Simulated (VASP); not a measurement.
# SnO (Romarchite): single point with r2SCAN

Crystal: SnO (Romarchite).

```
Sn O
1.0
     3.79265    0.00000    0.00000
     0.00000    3.79265    0.00000
     0.00000    0.00000    4.75821
Sn O
2 2
Direct
  0.50000 0.00000 0.24103
  0.00000 0.50000 0.75897
  0.00000 0.00000 0.00000
  0.50000 0.50000 0.00000
```

```
Program             : VASP 6.6.1
Task                : single point
Functional          : r2SCAN
Potentials or basis : VASP PAW PBE potentials, release 64 (Sn_d, O)
Cutoff              : 520 eV
k mesh              : 6 × 6 × 6
Occupations         : fermi-dirac, width 0.02 eV
Spin                : no spin polarisation
```

| Item | Value |
| --- | --- |
| Pressure | 1.8 GPa |
| Largest force | 0.119 eV/Å |
| Band gap on the k mesh | 0.03 eV, indirect (least direct gap 2.20 eV) |

Forces in eV/Å, atoms in the order of the input:
```
Sn   0.000  0.000  0.119
Sn   0.000  0.000 -0.119
O    0.000  0.000  0.000
O    0.000  0.000  0.000
```

Levels at points of the mesh, in eV from the valence-band top:
| k point | band 18 | band 19 | band 20 | band 21 | band 22 | band 23 |
| --- | --- | --- | --- | --- | --- | --- |
| (0.00, 0.00, 0.00) | -3.68 | -3.68 | 0.00 | 2.47 | 4.74 | 4.74 |
| (0.50, 0.00, 0.00) | -5.40 | -3.10 | -3.10 | 3.55 | 3.55 | 6.15 |
| (0.50, 0.50, 0.00) | -3.00 | -2.17 | -2.17 | 0.03 | 0.03 | 4.76 |
| (0.00, 0.00, 0.50) | -3.70 | -2.96 | -2.62 | 1.95 | 2.96 | 2.96 |
| (0.50, 0.00, 0.50) | -5.36 | -2.08 | -2.08 | 2.86 | 2.86 | 5.59 |
| (0.50, 0.50, 0.50) | -3.04 | -3.00 | -3.00 | 2.37 | 2.37 | 4.52 |

Wall time 90 s on 1 thread of Intel(R) Xeon(R) 6975P-C (Granite Rapids), with other jobs on the host, peak memory 0.21 GiB.

Caveat: the PAW data sets were made with another functional, which shifts forces and pressure a little; spin-orbit coupling is left out, which moves the levels of the heavy elements. A k mesh can miss the band edges.
